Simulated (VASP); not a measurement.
# ZnS (P6_3mc) in VASP: a series of runs

The runs below take ZnS through band structure, with HSE06, HSE03, PBE0.

Everything below comes from runs of VASP 6.6.1. Logs are shortened: lines on timing, memory, paths and dates and some standing lists are left out, and cuts for length are marked.

## (1) The cell of the first run

Symmetry: P6_3mc, No. 186, hexagonal system. Conventional cell: a = 3.811 Å, b = 3.811 Å, c = 6.234 Å, α = 90.00°, β = 90.00°, γ = 120.00°. Zn (site symmetry 3m) has 4 S at 2.31 to 2.40 Å within 3.1 Å. Within 3.1 Å of S (site symmetry 3m) lie 4 Zn at 2.31 to 2.40 Å.

## (2) Band structure, HSE06

File POSCAR:

```
ZnS
1.0
    3.8110000000      0.0000000000      0.0000000000
   -1.9055000000      3.3004228138      0.0000000000
    0.0000000000      0.0000000000      6.2340000000
Zn S
2 2
Direct
    0.6666666667      0.3333333333      0.5000000000
    0.3333333333      0.6666666667      0.0000000000
    0.6666666667      0.3333333333      0.8850000000
    0.3333333333      0.6666666667      0.3850000000
```

File INCAR.step1:

```
SYSTEM = ZnS
ALGO = Normal
EDIFF = 1E-5
ENCUT = 520
GGA = PE
ISIF = 2
ISMEAR = 0
KPAR = 4
LASPH = .TRUE.
LCHARG = .FALSE.
LREAL = .FALSE.
LWAVE = .TRUE.
NELM = 60
PREC = Accurate
SIGMA = 0.02
```

File INCAR.step2:

```
SYSTEM = ZnS
ALGO = Normal
EDIFF = 1E-7
ENCUT = 520
GGA = PE
HFSCREEN = 0.2
ISIF = 2
ISMEAR = 0
ISTART = 1
KPAR = 4
LASPH = .TRUE.
LCHARG = .FALSE.
LHFCALC = .TRUE.
LREAL = .FALSE.
LWAVE = .FALSE.
NELM = 60
PREC = Accurate
PRECFOCK = Fast
SIGMA = 0.02
```

File KPOINTS:

```
k-points
0
G
  6 6 4
  0 0 0
```

File KPOINTS_OPT:

```
path GMKGALHA,LM,KH
8
line-mode
reciprocal
 0.0000000000  0.0000000000  0.0000000000  G
 0.5000000000  0.0000000000  0.0000000000  M

 0.5000000000  0.0000000000  0.0000000000  M
 0.3333333333  0.3333333333  0.0000000000  K

 0.3333333333  0.3333333333  0.0000000000  K
 0.0000000000  0.0000000000  0.0000000000  G

 0.0000000000  0.0000000000  0.0000000000  G
 0.0000000000  0.0000000000  0.5000000000  A

 0.0000000000  0.0000000000  0.5000000000  A
 0.5000000000  0.0000000000  0.5000000000  L

 0.5000000000  0.0000000000  0.5000000000  L
 0.3333333333  0.3333333333  0.5000000000  H

 0.3333333333  0.3333333333  0.5000000000  H
 0.0000000000  0.0000000000  0.5000000000  A

 0.5000000000  0.0000000000  0.5000000000  L
 0.5000000000  0.0000000000  0.0000000000  M

 0.3333333333  0.3333333333  0.0000000000  K
 0.3333333333  0.3333333333  0.5000000000  H
```

Potentials or basis: VASP PAW PBE potentials, release 64 (Zn, S).

The run is started by

```sh
$ cat potpaw_PBE.64/Zn/POTCAR potpaw_PBE.64/S/POTCAR > POTCAR
$ cp INCAR.step1 INCAR
$ mpirun -np 4 vasp_std > vasp.out
$ cp INCAR.step2 INCAR
$ mpirun -np 4 vasp_std > vasp.out
```

OUTCAR:

```text
SYSTEM = ZnS
   EDIFF = 1E-7
   ENCUT = 520
   GGA = PE
   HFSCREEN = 0.2
   ISIF = 2
   ISMEAR = 0
   ISTART = 1
   LASPH = .TRUE.
   LHFCALC = .TRUE.
   LREAL = .FALSE.
   NELM = 60
   PREC = Accurate
   PRECFOCK = Fast

 ion  position               nearest neighbor table
   1  0.667  0.333  0.500-   4 2.31   4 2.31   4 2.31   3 2.40
   2  0.333  0.667  0.000-   3 2.31   3 2.31   3 2.31   4 2.40
   3  0.667  0.333  0.885-   2 2.31   2 2.31   2 2.31   1 2.40
   4  0.333  0.667  0.385-   1 2.31   1 2.31   1 2.31   2 2.40

  LATTYP: Found a hexagonal cell.
 ALAT       =     3.8110000000
 C/A-ratio  =     1.6357911309

  Lattice vectors:

 A1 = (   3.8110000000,   0.0000000000,   0.0000000000)
 A2 = (  -1.9055000000,   3.3004228138,   0.0000000000)
 A3 = (   0.0000000000,   0.0000000000,   6.2340000000)

Analysis of symmetry for initial positions (statically):
=====================================================================
 Subroutine PRICEL returns:
 Original cell was already a primitive cell.

 Routine SETGRP: Setting up the symmetry group for a
 hexagonal supercell.

 Subroutine GETGRP returns: Found 12 space group operations
 (whereof  6 operations were pure point group operations)
 out of a pool of 24 trial point group operations.

The static configuration has the point symmetry C_3v.
 The point group associated with its full space group is C_6v.

Analysis of symmetry for dynamics (positions and initial velocities):
=====================================================================
 Subroutine PRICEL returns:
 Original cell was already a primitive cell.

 Routine SETGRP: Setting up the symmetry group for a
 hexagonal supercell.

 Subroutine GETGRP returns: Found 12 space group operations
 (whereof  6 operations were pure point group operations)
 out of a pool of 24 trial point group operations.

The dynamic configuration has the point symmetry C_3v.
 The point group associated with its full space group is C_6v.

 Subroutine INISYM returns: Found 12 space group operations
 (whereof  6 operations are pure point group operations),
 and found     1 'primitive' translations

----------------------------------------------------------------------------------------

                                     Primitive cell

  volume of cell :      78.4107

  direct lattice vectors                    reciprocal lattice vectors
     3.811000000  0.000000000  0.000000000     0.262398321  0.151495741  0.000000000
    -1.905500000  3.300422814  0.000000000     0.000000000  0.302991482  0.000000000
     0.000000000  0.000000000  6.234000000     0.000000000  0.000000000  0.160410651

  length of vectors
     3.811000000  3.811000000  6.234000000     0.302991482  0.302991482  0.160410651

  position of ions in fractional coordinates (direct lattice)
     0.666666667  0.333333333  0.500000000
     0.333333333  0.666666667  0.000000000
     0.666666667  0.333333333  0.885000000
     0.333333333  0.666666667  0.385000000

  ion indices of the primitive-cell ions
   primitive index   ion index
                 1           1
                 2           2
                 3           3
                 4           4

----------------------------------------------------------------------------------------

 KPOINTS: k-points

Automatic generation of k-mesh.
 Grid dimensions read from file:
 generate k-points for:    6    6    4

 Generating k-lattice:

  Cartesian coordinates                     Fractional coordinates (reciprocal lattice)
     0.043733053  0.025249290  0.000000000     0.166666667  0.000000000  0.000000000
     0.000000000  0.050498580  0.000000000     0.000000000  0.166666667  0.000000000
     0.000000000  0.000000000  0.040102663     0.000000000  0.000000000  0.250000000

  Length of vectors
     0.050498580  0.050498580  0.040102663

  Shift w.r.t. Gamma in fractional coordinates (k-lattice)
     0.000000000  0.000000000  0.000000000

 Subroutine IBZKPT returns following result:
 ===========================================

 Found     21 irreducible k-points:

 Following reciprocal coordinates:
            Coordinates               Weight
  0.000000  0.000000  0.000000      1.000000
  0.166667 -0.000000  0.000000      6.000000
  0.333333  0.000000  0.000000      6.000000
  0.500000  0.000000  0.000000      3.000000
  0.166667  0.166667  0.000000      6.000000
  0.333333  0.166667  0.000000     12.000000
[... 13 lines left out ...]
  0.333333  0.166667  0.500000     12.000000
  0.333333  0.333333  0.500000      2.000000
   k-points           NKPTS =     21   k-points in BZ     NKDIM =    144   number of bands    NBANDS=     22
   number of dos      NEDOS =    301   number of ions     NIONS =      4
   total plane-waves  NPLWV =  37632
   dimension x,y,z NGX =    28 NGY =   28 NGZ =   48
   dimension x,y,z NGXF=    56 NGYF=   56 NGZF=   96
   ions per type =               2   2
   NGX,Y,Z   is equivalent  to a cutoff of  12.21, 12.21, 12.80 a.u.
[... 32 lines left out ...]
  volume/ion in A,a.u.               =      19.60       132.29
  Fermi-wavevector in a.u.,A,eV,Ry     =   1.262943  2.386617 21.701647  1.595026
  Thomas-Fermi vector in A             =   2.396326
   LORBIT       =      0    0 simple, 1 ext, 2 COOP (PROOUT), +10 PAW based schemes
   GGA     = PE    functional components
   LHFCALC =     T    Hartree Fock is set to
   PRECFOCK=fast      Normal, Fast or Accurate (Low or Medium for compatibility)
   ENCUT4O =  -1.0   cutoff for four orbital integrals eV
   NKREDX  =     1    reduce k-point grid by
   NKREDY  =     1    reduce k-point grid by
   NKREDZ  =     1    reduce k-point grid by
   AEXX    =    0.2500 exact exchange contribution
   HFSCREEN=    0.2000 screening length (either q_TF or 0.3 A-1)
   HFSCREENC=   0.2000 screening length for correlation (either q_TF or 0.3 A-1)
   ENCUTFOCK=  -1.0 apply spherical cutoff to Coloumb kernel
   IVDW    =     0    specifies the selected vdW correction
   LEPSILON=     F    determine dielectric tensor
   LRPA    =     F    only Hartree local field effects (RPA)
 non-spin polarized calculation
 Gauss-broadening in eV      SIGMA  =   0.02
  energy-cutoff  :      520.00
  volume of cell :       78.41
 maximum number of plane-waves:      2133
  NGX = 16; NGY = 16; NGZ = 28

 number of electron      35.9999977 magnetization

 Free energy of the ion-electron system (eV)
  ---------------------------------------------------
  ext. energy  EPLUGINS =         0.00000000
  ---------------------------------------------------
  free energy    TOTEN  =       -16.75486373 eV

  energy without entropy =      -16.75486373  energy(sigma->0) =      -16.75486373

 E-fermi :   1.5430     XC(G=0):  -7.9755

 val. band max:        1.4427578546   @ k =   0.0000   0.0000   0.0000
 cond. band min:       4.9177396472   @ k =   0.0000   0.0000   0.0000
 fundamental gap:      3.4749817925
 Fermi energy:         1.5429673717

 k-point     1 :       0.0000    0.0000    0.0000
  band No.  band energies     occupation
      1     -12.9592      2.00000
      2     -11.9751      2.00000
      3      -6.4476      2.00000
      4      -6.4476      2.00000
      5      -6.3946      2.00000
      6      -6.3842      2.00000
[... 14 lines left out ...]
     21       9.0230      0.00000
     22       9.0230      0.00000

 k-point     2 :       0.1667   -0.0000    0.0000
  band No.  band energies     occupation
      1     -12.7598      2.00000
      2     -11.8660      2.00000
      3      -6.4343      2.00000
      4      -6.4083      2.00000
      5      -6.3667      2.00000
      6      -6.3390      2.00000
[... 14 lines left out ...]
     21       8.5142      0.00000
     22       9.5395      0.00000

 k-point     3 :       0.3333    0.0000    0.0000
  band No.  band energies     occupation
      1     -12.2850      2.00000
      2     -11.6701      2.00000
      3      -6.3801      2.00000
      4      -6.3426      2.00000
      5      -6.2678      2.00000
      6      -6.2265      2.00000
[... 14 lines left out ...]
     21       8.2460      0.00000
     22       9.5861      0.00000
[... 401 lines left out ...]
 k-point    20 :       0.3333    0.1667    0.5000
  band No.  band energies     occupation
      1     -11.7872      2.00000
      2     -11.7872      2.00000
      3      -6.3046      2.00000
      4      -6.3046      2.00000
      5      -6.2486      2.00000
      6      -6.2486      2.00000
[... 14 lines left out ...]
     21       8.5596      0.00000
     22       8.5596      0.00000

 k-point    21 :       0.3333    0.3333    0.5000
  band No.  band energies     occupation
      1     -11.6891      2.00000
      2     -11.6891      2.00000
      3      -6.2552      2.00000
      4      -6.2552      2.00000
      5      -6.2539      2.00000
      6      -6.2539      2.00000
[... 14 lines left out ...]
     21       9.0598      0.00000
     22       9.0598      0.00000

------------------------ aborting loop because EDIFF is reached ----------------------------------------

  FORCE on cell =-STRESS in cart. coord.  units (eV):
  Direction    XX          YY          ZZ          XY          YZ          ZX
  --------------------------------------------------------------------------------------
  -------------------------------------------------------------------------------------
  Total        1.1981308      1.1981308      0.0933650      0.0000000      0.0000000     -0.0000000
  in kB       24.4815820     24.4815820      1.9077407      0.0000000      0.0000000     -0.0000000
  external PRESSURE =      16.9569682 kB  Pullay stress =       0.0000000 kB

 VOLUME and BASIS-vectors are now :
 -----------------------------------------------------------------------------
  energy-cutoff  :      520.00
  volume of cell :       78.41
      direct lattice vectors                 reciprocal lattice vectors
     3.811000000  0.000000000  0.000000000     0.262398321  0.151495741  0.000000000
    -1.905500000  3.300422814  0.000000000     0.000000000  0.302991482  0.000000000
     0.000000000  0.000000000  6.234000000     0.000000000  0.000000000  0.160410651

 POSITION                                       TOTAL-FORCE (eV/Angst)
 -----------------------------------------------------------------------------------
      1.90550      1.10014      3.11700        -0.000000      0.000000      0.328201
     -0.00000      2.20028      0.00000         0.000000      0.000000      0.328201
      1.90550      1.10014      5.51709        -0.000000     -0.000000     -0.328201
     -0.00000      2.20028      2.40009        -0.000000      0.000000     -0.328201
 -----------------------------------------------------------------------------------
    total drift:                                0.000001     -0.000002      0.000268

  FREE ENERGIE OF THE ION-ELECTRON SYSTEM (eV)
  ---------------------------------------------------
  free  energy   TOTEN  =       -16.7548637275 eV

  energy  without entropy=      -16.7548637275  energy(sigma->0) =      -16.75486373
```

Run time: 1.5 h. Hardware: 4 MPI ranks of AMD EPYC 7R13 (Zen 3), shared host; peak memory 0.43 GiB.

What came out:

- Free energy: -16.7549 eV
- Pressure: 1.7 GPa
- Largest force: 0.328 eV/Å
- Band gap on the k mesh: 3.47 eV
- Band gap along the path: 3.47 eV

Forces in eV/Å, atoms in the order of the input:
```
Zn   0.000  0.000  0.328
Zn   0.000  0.000  0.328
S    0.000  0.000 -0.328
S    0.000  0.000 -0.328
```

Levels at the corners of the path, in eV from the valence-band top:
```
point  band 14  band 15  band 16  band 17  band 18  band 19  band 20  band 21  band 22
    Γ    -0.94    -0.94    -0.03    -0.03     0.00     3.47     4.24     7.58     7.60
    M    -4.53    -3.37    -2.41    -1.67    -1.05     4.74     5.56     6.25     8.40
    M    -4.53    -3.37    -2.41    -1.67    -1.05     4.74     5.56     6.25     8.40
    K    -4.64    -4.15    -2.40    -2.38    -2.38     5.48     7.42     7.42     9.12
    K    -4.64    -4.15    -2.40    -2.38    -2.38     5.48     7.42     7.42     9.10
    Γ    -0.94    -0.94    -0.03    -0.03     0.00     3.47     4.24     7.58     7.60
    Γ    -0.94    -0.94    -0.03    -0.03     0.00     3.47     4.24     7.58     7.63
    A    -2.99    -0.50    -0.50    -0.50    -0.50     4.79     4.79     8.02     8.05
    A    -2.99    -0.50    -0.50    -0.50    -0.50     4.79     4.79     8.02     8.04
    L    -5.35    -1.78    -1.78    -1.63    -1.63     4.75     4.75     6.34     6.34
    L    -5.35    -1.78    -1.78    -1.63    -1.63     4.75     4.75     6.34     6.34
    H    -5.13    -3.36    -3.36    -1.33    -1.33     5.78     5.78     7.62     7.62
    H    -5.13    -3.36    -3.36    -1.33    -1.33     5.78     5.78     7.62     7.62
    A    -2.99    -0.50    -0.50    -0.50    -0.50     4.79     4.79     8.02     8.03
    L    -5.35    -1.78    -1.78    -1.63    -1.63     4.75     4.75     6.34     6.34
    M    -4.53    -3.37    -2.41    -1.67    -1.05     4.74     5.56     6.25     8.40
    K    -4.64    -4.15    -2.40    -2.38    -2.38     5.48     7.42     7.42     9.11
    H    -5.13    -3.36    -3.36    -1.33    -1.33     5.78     5.78     7.62     7.62
```

Caveat: the PAW data sets were made with another functional, which shifts forces and pressure a little.

## (3) Band structure, HSE03

POSCAR is that of step 2.

INCAR.step1 is that of step 2.

Changes to INCAR.step2 since step 2:

```diff
@@ -5,3 +5,3 @@
 GGA = PE
-HFSCREEN = 0.2
+HFSCREEN = 0.3
 ISIF = 2
```

KPOINTS is that of step 2.

KPOINTS_OPT is that of step 2.

Potentials or basis: VASP PAW PBE potentials, release 64 (Zn, S).

The run is started by

```sh
$ cat potpaw_PBE.64/Zn/POTCAR potpaw_PBE.64/S/POTCAR > POTCAR
$ cp INCAR.step1 INCAR
$ mpirun -np 4 vasp_std > vasp.out
$ cp INCAR.step2 INCAR
$ mpirun -np 4 vasp_std > vasp.out
```

Run time: 1.8 h. Hardware: 4 MPI ranks of AMD EPYC 7R13 (Zen 3), shared host; peak memory 0.43 GiB.

It converged, with:

| Property | Result |
| --- | --- |
| Free energy | -16.2685 eV |
| Pressure | 1.9 GPa |
| Largest force | 0.328 eV/Å |
| Band gap on the k mesh | 3.25 eV |
| Band gap along the path | 3.25 eV |

Forces on the atoms (eV/Å):
```
Zn   0.000  0.000  0.328
Zn   0.000  0.000  0.328
S    0.000  0.000 -0.328
S    0.000  0.000 -0.328
```

Stress tensor (GPa, compression positive):
```
2.62 0.00 0.00
0.00 2.62 0.00
0.00 0.00 0.36
```

Levels at the corners of the path, in eV from the valence-band top:
| point | band 15 | band 16 | band 17 | band 18 | band 19 | band 20 | band 21 | band 22 |
| --- | --- | --- | --- | --- | --- | --- | --- | --- |
| Γ | -0.93 | -0.03 | -0.03 | 0.00 | 3.25 | 4.00 | 7.33 | 7.34 |
| M | -3.33 | -2.37 | -1.65 | -1.04 | 4.50 | 5.31 | 6.02 | 8.14 |
| M | -3.33 | -2.37 | -1.65 | -1.04 | 4.50 | 5.31 | 6.02 | 8.15 |
| K | -4.09 | -2.37 | -2.35 | -2.35 | 5.25 | 7.15 | 7.15 | 8.87 |
| K | -4.09 | -2.37 | -2.35 | -2.35 | 5.25 | 7.15 | 7.15 | 8.85 |
| Γ | -0.93 | -0.03 | -0.03 | 0.00 | 3.25 | 4.00 | 7.33 | 7.34 |
| Γ | -0.93 | -0.03 | -0.03 | 0.00 | 3.25 | 4.00 | 7.33 | 7.36 |
| A | -0.49 | -0.49 | -0.49 | -0.49 | 4.55 | 4.55 | 7.77 | 7.79 |
| A | -0.49 | -0.49 | -0.49 | -0.49 | 4.55 | 4.55 | 7.77 | 7.78 |
| L | -1.76 | -1.76 | -1.61 | -1.61 | 4.52 | 4.52 | 6.09 | 6.09 |
| L | -1.76 | -1.76 | -1.61 | -1.61 | 4.52 | 4.52 | 6.09 | 6.09 |
| H | -3.31 | -3.31 | -1.32 | -1.32 | 5.53 | 5.53 | 7.37 | 7.37 |
| H | -3.31 | -3.31 | -1.32 | -1.32 | 5.53 | 5.53 | 7.37 | 7.37 |
| A | -0.49 | -0.49 | -0.49 | -0.49 | 4.55 | 4.55 | 7.77 | 7.78 |
| L | -1.76 | -1.76 | -1.61 | -1.61 | 4.52 | 4.52 | 6.09 | 6.09 |
| M | -3.33 | -2.37 | -1.65 | -1.04 | 4.50 | 5.31 | 6.02 | 8.15 |
| K | -4.09 | -2.37 | -2.35 | -2.35 | 5.25 | 7.15 | 7.15 | 8.85 |
| H | -3.31 | -3.31 | -1.32 | -1.32 | 5.53 | 5.53 | 7.37 | 7.37 |

Caveat: the PAW data sets were made with another functional, which shifts forces and pressure a little.

## (4) Band structure, PBE0

POSCAR is that of step 3.

INCAR.step1 is that of step 3.

Changes to INCAR.step2 since step 3:

```diff
@@ -1,2 +1,3 @@
 SYSTEM = ZnS
+AEXX = 0.25
 ALGO = Normal
@@ -5,3 +6,3 @@
 GGA = PE
-HFSCREEN = 0.3
+HFRCUT = -1
 ISIF = 2
```

KPOINTS is that of step 3.

KPOINTS_OPT is that of step 3.

The run is started by

```sh
$ cat potpaw_PBE.64/Zn/POTCAR potpaw_PBE.64/S/POTCAR > POTCAR
$ cp INCAR.step1 INCAR
$ mpirun -np 4 vasp_std > vasp.out
$ cp INCAR.step2 INCAR
$ mpirun -np 4 vasp_std > vasp.out
```

Wall time 1.9 h (4 MPI ranks of AMD EPYC 7R13 (Zen 3), shared host); peak memory 0.33 GiB.

It converged, with:

```yaml
Free_energy: -17.8234 eV
Pressure: 1.5 GPa
Largest_force: 0.328 eV/Å
Band_gap_on_the_k_mesh: 4.12 eV
Band_gap_along_the_path: 4.12 eV
```

Forces in eV/Å, atoms in the order of the input:
```
Zn   0.000  0.000  0.328
Zn   0.000  0.000  0.328
S    0.000  0.000 -0.328
S    0.000  0.000 -0.328
```

Stress tensor (GPa, compression positive):
```
2.21 0.00 0.00
0.00 2.21 0.00
0.00 0.00 0.00
```

Levels at the corners of the path, in eV from the valence-band top:
```tsv
point	band 15	band 16	band 17	band 18	band 19	band 20	band 21	band 22
Γ	-0.96	-0.04	-0.04	0.00	4.12	4.91	8.28	8.30
M	-3.43	-2.44	-1.70	-1.08	5.42	6.25	6.94	9.10
M	-3.43	-2.44	-1.70	-1.08	5.42	6.25	6.94	9.11
K	-4.21	-2.44	-2.42	-2.42	6.15	8.13	8.13	9.82
K	-4.21	-2.44	-2.42	-2.42	6.15	8.13	8.13	9.80
Γ	-0.96	-0.04	-0.04	0.00	4.12	4.91	8.28	8.30
Γ	-0.96	-0.04	-0.04	0.00	4.12	4.91	8.28	8.33
A	-0.52	-0.52	-0.52	-0.52	5.47	5.47	8.72	8.75
A	-0.52	-0.52	-0.52	-0.52	5.47	5.47	8.73	8.74
L	-1.81	-1.81	-1.66	-1.66	5.43	5.43	7.03	7.03
L	-1.81	-1.81	-1.66	-1.66	5.43	5.43	7.03	7.03
H	-3.41	-3.41	-1.35	-1.35	6.46	6.46	8.31	8.31
H	-3.41	-3.41	-1.35	-1.35	6.46	6.46	8.31	8.31
A	-0.52	-0.52	-0.52	-0.52	5.47	5.47	8.73	8.74
L	-1.81	-1.81	-1.66	-1.66	5.43	5.43	7.03	7.03
M	-3.43	-2.44	-1.70	-1.08	5.42	6.25	6.94	9.12
K	-4.21	-2.44	-2.42	-2.42	6.15	8.13	8.13	9.81
H	-3.41	-3.41	-1.35	-1.35	6.46	6.46	8.31	8.31
```

Caveat: the PAW data sets were made with another functional, which shifts forces and pressure a little.

## (5) Summary

| level | screening parameter | exchange at q = 0 | gap on the mesh (eV) | pressure (GPa) | largest force (eV/Å) |
| --- | --- | --- | --- | --- | --- |
| HSE06 | 0.2 1/Å | - | 3.47 | 1.7 | 0.33 |
| HSE03 | 0.3 1/Å | - | 3.25 | 1.9 | 0.33 |
| PBE0 | - | truncated | 4.12 | 1.5 | 0.33 |

Alike in all rows: task band structure; potentials or basis VASP PAW PBE potentials, release 64 (Zn, S); no spin polarisation; cell as given; k mesh 6 × 6 × 4; cutoff (eV) 520; smearing gaussian 0.02 eV.

On the cell as given the gap runs from 3.25 eV (HSE03) to 4.12 eV (PBE0). The pressure there spans 1.5 GPa (PBE0) to 1.9 GPa (HSE03); a positive pressure means that this level wants a larger cell, a negative one a smaller.

Caveats: the PAW data sets were made with another functional, which shifts forces and pressure a little.

Total energies depend on the potentials used, so only differences within one code and one set of settings carry meaning.
